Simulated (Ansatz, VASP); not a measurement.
## ZnS in VASP and in Ansatz

POSCAR

```
ZnS
1.0
    3.8054280271      0.0000000000      0.0000000000
   -1.9027140135      3.2955973437      0.0000000000
    0.0000000000      0.0000000000      6.2440175078
Zn S
2 2
Direct
    0.3333333333      0.6666666667      0.0053397641
    0.6666666667      0.3333333333      0.5053397641
    0.3333333333      0.6666666667      0.3796602359
    0.6666666667      0.3333333333      0.8796602359
```

The input INCAR.step1:

```
PREC     = Accurate       # precision mode
ENCUT    = 550            # plane-wave cutoff, eV
ISMEAR   = 0              # smearing method
SIGMA    = 0.01           # smearing width, eV
LREAL    = F              # projectors in reciprocal space
LASPH    = T              # aspherical terms in the spheres
NELM     = 120            # most SCF steps
NBANDS   = 26             # bands
GGA      = PE             # functional
ALGO     = Normal         # electronic algorithm
EDIFF    = 1E-5           # SCF threshold, eV
LWAVE    = T              # write WAVECAR
LCHARG   = F              # write CHGCAR
GGA_COMPAT= F
```

Contents of INCAR.step2:

```
PREC     = Accurate       # precision mode
ENCUT    = 550            # plane-wave cutoff, eV
EDIFF    = 1E-6           # SCF threshold, eV
ISMEAR   = 0              # smearing method
SIGMA    = 0.01           # smearing width, eV
LREAL    = F              # projectors in reciprocal space
LASPH    = T              # aspherical terms in the spheres
NELM     = 120            # most SCF steps
ALGO     = Normal         # electronic algorithm
ISIF     = 2              # what is computed and relaxed
LWAVE    = F              # write WAVECAR
LCHARG   = T              # write CHGCAR
METAGGA  = R2SCAN         # meta-GGA
LMIXTAU  = T            
LELF     = T              # ELF
LVHAR    = T            
NBANDS   = 26             # bands
ISTART   = 1            
GGA_COMPAT= F
```

KPOINTS

```
Automatic mesh
0
Gamma
  12 12 4
```

Input for Ansatz:

```yaml
crystal:
  lattice:
    - [3.8054280271, 0.0, 0.0]
    - [-1.9027140135, 3.2955973437, 0.0]
    - [0.0, 0.0, 6.2440175078]
  atoms:
    - { symbol: Zn, position: [0.3333333333, 0.6666666667, 0.0053397641] }
    - { symbol: Zn, position: [0.6666666667, 0.3333333333, 0.5053397641] }
    - { symbol: S, position: [0.3333333333, 0.6666666667, 0.3796602359] }
    - { symbol: S, position: [0.6666666667, 0.3333333333, 0.8796602359] }
kpoints:
  mp_grid: { grid: [12, 12, 4] }
  band_path:
    path:
      - [0.0, 0.0, 0.0]
      - [0.5, 0.0, 0.0]
      - [0.3333333333, 0.3333333333, 0.0]
      - [0.0, 0.0, 0.5]
      - [0.5, 0.0, 0.5]
      - [0.3333333333, 0.3333333333, 0.5]
    npoints: 1
hamiltonian:
  xc: r2scan
scf:
  occupations: { method: fixed }
  n_extra_bands: 5
output:
  forces: true
  stress: true
  eigenvalues: true
```

Alike in both runs: task single point; functional r2SCAN; k mesh 12 × 12 × 4; no spin polarisation.

|  | VASP | Ansatz |
| --- | --- | --- |
| version | VASP 6.6.1 | Ansatz 0.2.0 |
| potentials or method | VASP PAW PBE potentials, release 64 (Zn, S) | plane waves, PAW |
| plane-wave cutoff (eV) | 550 | 500 |
| occupations | gaussian, width 0.01 eV | fixed |
| valence electrons in the cell | 36 | 36 |

```tsv
	VASP	Ansatz	Ansatz less VASP
gap on the k mesh at the Fermi level (eV)	2.79	2.78	-0.009
pressure (GPa)	0.1	0.0	-0.05
rms of the force components (eV/Å)	0.008	0.002	-0.0066
```

VASP's potentials were made for PBE, not for r2SCAN. Atom by atom the forces differ by 0.007 eV/Å (rms over components).
